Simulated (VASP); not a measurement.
# CuO (P1) in VASP: settings compared

CuO is run at these levels: RPBE, PBEsol+U; tasks: single point.

All numbers are computed with VASP 6.6.1; they aren't measurements. Logs are shortened: lines on timing, memory, paths and dates and some standing lists are left out, and cuts for length are marked.

**1. The cell of the first run**

The typed cell holds 2 atoms: a = 3.052 Å, b = 3.052 Å, c = 3.052 Å, α = 60.00°, β = 60.00°, γ = 60.00°.

**2. Single point, RPBE**

File INCAR:

```
SYSTEM = CuO
  ALGO = Normal
  EDIFF = 1E-6
  ENCUT = 520
  GGA = RP
  ISIF = 2
  ISMEAR = -1
  LASPH = .TRUE.
  LCHARG = .TRUE.
  LELF = .TRUE.
  LREAL = .FALSE.
  LVHAR = .TRUE.
  LWAVE = .FALSE.
  NBANDS = 16
  NELM = 100
  PREC = Accurate
  SIGMA = 0.05
```

File KPOINTS:

```
k-points
0
G
  11 11 11
  0 0 0
```

File POSCAR:

```
CuO
1.0
    0.0000000000      2.1580717154      2.1580717154
    2.1580717154      0.0000000000      2.1580717154
    2.1580717154      2.1580717154      0.0000000000
Cu O
1 1
Direct
    0.0294977200      0.0281008700      0.9080259900
    0.4705022800      0.4718991300      0.5919740100
```

Potentials or basis: VASP PAW PBE potentials, release 64 (Cu, O).

Launch:

```console
> cat potpaw_PBE.64/Cu/POTCAR potpaw_PBE.64/O/POTCAR > POTCAR
> mpirun -np 1 vasp_std > vasp.out
```

OUTCAR:

```text
SYSTEM = CuO
   EDIFF = 1E-6
   ENCUT = 520
   GGA = RP
   ISIF = 2
   ISMEAR = -1
   LASPH = .TRUE.
   LREAL = .FALSE.
   NELM = 100
   PREC = Accurate

 ion  position               nearest neighbor table
   1  0.029  0.028  0.908-   2 1.92   2 1.92   2 1.95
   2  0.471  0.472  0.592-   1 1.92   1 1.92   1 1.95

  LATTYP: Found a face centered cubic cell.
 ALAT       =     4.3161434308

  Lattice vectors:

 A1 = (   0.0000000000,   2.1580717154,   2.1580717154)
 A2 = (   2.1580717154,   0.0000000000,   2.1580717154)
 A3 = (   2.1580717154,   2.1580717154,   0.0000000000)

Analysis of symmetry for initial positions (statically):
=====================================================================
 Subroutine PRICEL returns:
 Original cell was already a primitive cell.

 Routine SETGRP: Setting up the symmetry group for a
 face centered cubic supercell.

 Subroutine GETGRP returns: Found  1 space group operations
 (whereof  1 operations were pure point group operations)
 out of a pool of 48 trial point group operations.

The static configuration has the point symmetry C_1 .

Analysis of symmetry for dynamics (positions and initial velocities):
=====================================================================
 Subroutine PRICEL returns:
 Original cell was already a primitive cell.

 Routine SETGRP: Setting up the symmetry group for a
 face centered cubic supercell.

 Subroutine GETGRP returns: Found  1 space group operations
 (whereof  1 operations were pure point group operations)
 out of a pool of 48 trial point group operations.

The dynamic configuration has the point symmetry C_1 .

 Subroutine INISYM returns: Found  1 space group operations
 (whereof  1 operations are pure point group operations),
 and found     1 'primitive' translations

----------------------------------------------------------------------------------------

                                     Primitive cell

  volume of cell :      20.1015

  direct lattice vectors                    reciprocal lattice vectors
     0.000000000  2.158071715  2.158071715    -0.231688315  0.231688315  0.231688315
     2.158071715  0.000000000  2.158071715     0.231688315 -0.231688315  0.231688315
     2.158071715  2.158071715  0.000000000     0.231688315  0.231688315 -0.231688315

  length of vectors
     3.051974288  3.051974288  3.051974288     0.401295934  0.401295934  0.401295934
[... 73 lines left out ...]
   ISTART =      0    job   : 0-new  1-cont  2-samecut
   ICHARG =      2    charge: 1-file 2-atom 10-const
   ISPIN  =      1    spin polarized calculation?
   LNONCOLLINEAR =      F non collinear calculations
   LSORBIT =      F    spin-orbit coupling
   LASPH  =      T    aspherical Exc in radial PAW
   ENCUT  =  520.0 eV  38.22 Ry    6.18 a.u.   5.67  5.67  5.67*2*pi/ulx,y,z
   NELM   =    100;   NELMIN=  2; NELMDL= -5     # of ELM steps
   EDIFF  = 0.1E-05   stopping-criterion for ELM
   LREAL  =      F    real-space projection
   EDIFFG = 0.1E-04   stopping-criterion for IOM
   NSW    =      0    number of steps for IOM
   IBRION =     -1    ionic relax: 0-MD 1-quasi-New 2-CG
   NFREE  =      0    steps in history (QN), initial steepest desc. (CG)
   ISIF   =      2    stress and relaxation
   ISYM   =      2    0-nonsym 1-usesym 2-fastsym
   POTIM  = 0.5000    time-step for ionic-motion
   TEBEG  =    0.0;   TEEND  =   0.0 temperature during run
   PSTRESS=    0.0 pullay stress
   NELECT =      17.0000    total number of electrons
   NUPDOWN=      -1.0000    fix difference up-down
   EMIN   =  10.00;   EMAX   =-10.00  energy-range for DOS
   EFERMI =   0.00;   METHOD = LEGACY
   ISMEAR =    -1;   SIGMA  =   0.05  broadening in eV -4-tet -1-fermi 0-gaus
   EFERMI_NEDOS =   21; number of points for ismear=-14 and -15
   IALGO  =     38    algorithm
   IMIX   =      4    mixing-type and parameters
     AMIX     =   0.40;   BMIX     =  1.00
     AMIX_MAG =   1.60;   BMIX_MAG =  1.00
  volume/ion in A,a.u.               =      10.05        67.83
  Fermi-wavevector in a.u.,A,eV,Ry     =   1.548158  2.925594 32.610349  2.396793
  Thomas-Fermi vector in A             =   2.653148
   LORBIT       =      0    0 simple, 1 ext, 2 COOP (PROOUT), +10 PAW based schemes
   GGA     = RP    functional components
   LHFCALC =     F    Hartree Fock is set to
   AEXX    =    0.0000 exact exchange contribution
   IVDW    =     0    specifies the selected vdW correction
   LEPSILON=     F    determine dielectric tensor
   LRPA    =     F    only Hartree local field effects (RPA)
 non-spin polarized calculation
  energy-cutoff  :      520.00
  volume of cell :       20.10
 maximum number of plane-waves:       556
   NGX = 11   NGY = 11   NGZ = 11

 number of electron      16.9999994 magnetization

 Free energy of the ion-electron system (eV)
  ---------------------------------------------------
  ext. energy  EPLUGINS =         0.00000000
  ---------------------------------------------------
  free energy    TOTEN  =        -8.32489802 eV

  energy without entropy =       -8.30201072  energy(sigma->0) =       -8.31345437

 E-fermi :   5.5875     XC(G=0): -11.8213

 val. band max:        5.5806480436   @ k =   0.0000   0.0909   0.0000
 cond. band min:       5.5904606711   @ k =   0.0000   0.1818   0.0909
 fundamental gap:      0.0098126275
 Fermi energy:         5.5875058601

 k-point     1 :       0.0000    0.0000    0.0000
  band No.  band energies     occupation
      1     -13.7159      2.00000
      2       1.3512      2.00000
      3       1.4056      2.00000
      4       2.0212      2.00000
      5       3.2670      2.00000
      6       3.2979      2.00000
[... 433 lines left out ...]
      3       1.3618      2.00000
      4       2.0294      2.00000
      5       3.2380      2.00000
      6       3.3296      2.00000
[... 8 lines left out ...]
     15      26.8488      0.00000
     16      28.1090      0.00000

 [... further k-points ...]
[... 5 lines left out ...]
  --------------------------------------------------------------------------------------
  -------------------------------------------------------------------------------------
  Total        1.7210962      1.6325114      1.3517723     -0.3864808      0.2952908      0.3146425
  in kB      137.1791497    130.1185404    107.7423698    -30.8042666     23.5360134     25.0784294
  external PRESSURE =     125.0133533 kB  Pullay stress =       0.0000000 kB

 VOLUME and BASIS-vectors are now :
 -----------------------------------------------------------------------------
  energy-cutoff  :      520.00
  volume of cell :       20.10
      direct lattice vectors                 reciprocal lattice vectors
     0.000000000  2.158071715  2.158071715    -0.231688315  0.231688315  0.231688315
     2.158071715  0.000000000  2.158071715     0.231688315 -0.231688315  0.231688315
     2.158071715  2.158071715  0.000000000     0.231688315  0.231688315 -0.231688315

 POSITION                                       TOTAL-FORCE (eV/Angst)
 -----------------------------------------------------------------------------------
      2.02023      2.02324      0.12430         0.483956      0.437276     -0.298345
      2.29591      2.29290      2.03377        -0.483956     -0.437276      0.298345
 -----------------------------------------------------------------------------------
    total drift:                               -0.000034      0.000164     -0.000864

  FREE ENERGIE OF THE ION-ELECTRON SYSTEM (eV)
  ---------------------------------------------------
  free  energy   TOTEN  =        -8.3248980236 eV

  energy  without entropy=       -8.3020107156  energy(sigma->0) =       -8.31345437
```

OSZICAR:

```text
N       E                     dE             d eps       ncg     rms          rms(c)
DAV:   1     0.883006533737E+02    0.88301E+02   -0.75533E+03 22936   0.160E+03
DAV:   2    -0.648777271316E+01   -0.94788E+02   -0.84232E+02 22680   0.282E+02
DAV:   3    -0.112793852946E+02   -0.47916E+01   -0.45725E+01 26824   0.643E+01
DAV:   4    -0.113282950840E+02   -0.48910E-01   -0.48893E-01 24248   0.635E+00
DAV:   5    -0.113290439823E+02   -0.74890E-03   -0.74889E-03 29016   0.824E-01    0.116E+01
DAV:   6    -0.100194821182E+02    0.13096E+01   -0.12706E+01 28064   0.112E+02    0.965E+00
DAV:   7    -0.835975071076E+01    0.16597E+01   -0.46325E+00 26768   0.885E+01    0.186E+00
DAV:   8    -0.834526013096E+01    0.14491E-01   -0.30487E-01 32048   0.667E+00    0.110E+00
DAV:   9    -0.832573953707E+01    0.19521E-01   -0.25863E-02 33240   0.511E+00    0.333E-01
DAV:  10    -0.832476262984E+01    0.97691E-03   -0.53955E-03 33072   0.173E+00    0.135E-01
DAV:  11    -0.832486560119E+01   -0.10297E-03   -0.76953E-04 33280   0.591E-01    0.489E-02
DAV:  12    -0.832488878017E+01   -0.23179E-04   -0.10243E-04 34432   0.357E-01    0.237E-02
DAV:  13    -0.832489805720E+01   -0.92770E-05   -0.32102E-05 34208   0.114E-01    0.414E-03
DAV:  14    -0.832489802358E+01    0.33615E-07   -0.50555E-07 18344   0.148E-02
   1 F= -.83248980E+01 E0= -.83134544E+01  d E =-.228873E-01
```

stdout:

```text
POSCAR found type information on POSCAR CuO
 POSCAR found :  2 types and       2 ions
 scaLAPACK will be used
 -----------------------------------------------------------------------------
|                                                                             |
|                                                                             |
|     You enforced a specific xc type in the INCAR file but a different       |
|     I HOPE YOU KNOW WHAT YOU ARE DOING!                                     |
|                                                                             |
 -----------------------------------------------------------------------------

 LDA part: xc-table for (Slater+PW92), standard interpolation
 POSCAR, INCAR and KPOINTS ok, starting setup
 FFT: planning ... GRIDC
 FFT: planning ... GRID_SOFT
 FFT: planning ... GRID
 WAVECAR not read
 entering main loop
```

Run time: 66 s. Hardware: 1 thread of Intel Xeon 6975P-C (Granite Rapids), shared host; peak memory 0.31 GiB.

What came out:

| Quantity | Value |
| --- | --- |
| Free energy | -8.3249 eV |
| Pressure | 12.5 GPa |
| Largest force | 0.717 eV/Å |
| Band gap on the k mesh | zero (an odd number of electrons rules out a gap without spin polarisation) |

Forces in eV/Å, atoms in the order of the input:
```
Cu   0.484  0.437 -0.298
O   -0.484 -0.437  0.298
```

Levels at points of the mesh, in eV from the Fermi level:
| k point | band 5 | band 6 | band 7 | band 8 | band 9 | band 10 | band 11 | band 12 | band 13 | band 14 |
| --- | --- | --- | --- | --- | --- | --- | --- | --- | --- | --- |
| (0.00, 0.00, 0.00) | -2.32 | -2.29 | -0.49 | -0.19 | -0.16 | 1.34 | 16.72 | 17.76 | 17.89 | 18.60 |

Caveat: the cell stands under pressure; the PAW data sets were made with another functional, which shifts forces and pressure a little; an odd number of electrons without spin polarisation forces a metal; a magnetic or distorted state may lie lower; semilocal functionals often make such compounds metallic where correlation or magnetic order opens a gap, which also shifts bond lengths. With open d or f shells a metallic result of RPBE can be an artefact of self-interaction; +U or a hybrid may open a gap.

**3. Single point, PBEsol+U**

This run uses another cell than the first one, of 9.48 Å³/atom.

File INCAR:

```
SYSTEM = CuO
  ALGO = Normal
  EDIFF = 1E-6
  ENCUT = 700
  GGA = PS
  GGA_COMPAT = .FALSE.
  ISIF = 2
  ISMEAR = -1
  LASPH = .TRUE.
  LCHARG = .TRUE.
  LDAU = .TRUE.
  LDAUJ = 0 0
  LDAUL = 2 -1
  LDAUPRINT = 1
  LDAUTYPE = 2
  LDAUU = 4.5 0
  LELF = .TRUE.
  LMAXMIX = 4
  LREAL = .FALSE.
  LVHAR = .TRUE.
  LWAVE = .FALSE.
  NBANDS = 20
  NELM = 200
  PREC = Accurate
  SIGMA = 0.05
```

KPOINTS is that of step 2.

File POSCAR:

```
CuO
1.0
    0.0000000000      2.1165600000      2.1165600000
    2.1165600000      0.0000000000      2.1165600000
    2.1165600000      2.1165600000      0.0000000000
Cu O
1 1
Direct
    0.0294977200      0.0281008700      0.9080259900
    0.4705022800      0.4718991300      0.5919740100
```

Potentials or basis: VASP PAW PBE potentials, release 64 (Cu_sv_GW, O).

Launch:

```console
> cat potpaw_PBE.64/Cu_sv_GW/POTCAR potpaw_PBE.64/O/POTCAR > POTCAR
> mpirun -np 1 vasp_std > vasp.out
```

It took 4.5 min on 1 thread of Intel Xeon Platinum 8488C (Sapphire Rapids), shared host; peak memory 0.55 GiB.

The run converged. Its results:

```
Free energy            : -8.1127 eV
Pressure               : 4.8 GPa
Largest force          : 0.873 eV/Å
Band gap on the k mesh : zero (an odd number of electrons rules out a gap without spin polarisation)
```

Forces on the atoms (eV/Å):
```
Cu   0.579  0.530 -0.381
O   -0.579 -0.530  0.381
```

Stress tensor (GPa, compression positive):
```
 6.04 -3.38  2.81
-3.38  5.30  2.66
 2.81  2.66  2.94
```

Levels at points of the mesh, in eV from the Fermi level:
```tsv
k point	band 10	band 11	band 12	band 13	band 14	band 15	band 16	band 17
(0.00, 0.00, 0.00)	-3.03	-0.54	-0.18	-0.14	1.88	17.23	18.27	18.37
```

Eigenvalues of the final occupation matrices:
| site | spin | trace | eigenvalues |
| --- | --- | --- | --- |
| site 1 d | 1 | 4.51 | 0.84 0.85 0.94 0.94 0.94 |
| site 1 d | 2 | 4.51 | 0.84 0.85 0.94 0.94 0.94 |

Caveat: the cell stands under pressure; the PAW data sets were made with another functional, which shifts forces and pressure a little; an odd number of electrons without spin polarisation forces a metal; a magnetic or distorted state may lie lower; U without spin polarisation on a metal has little footing.
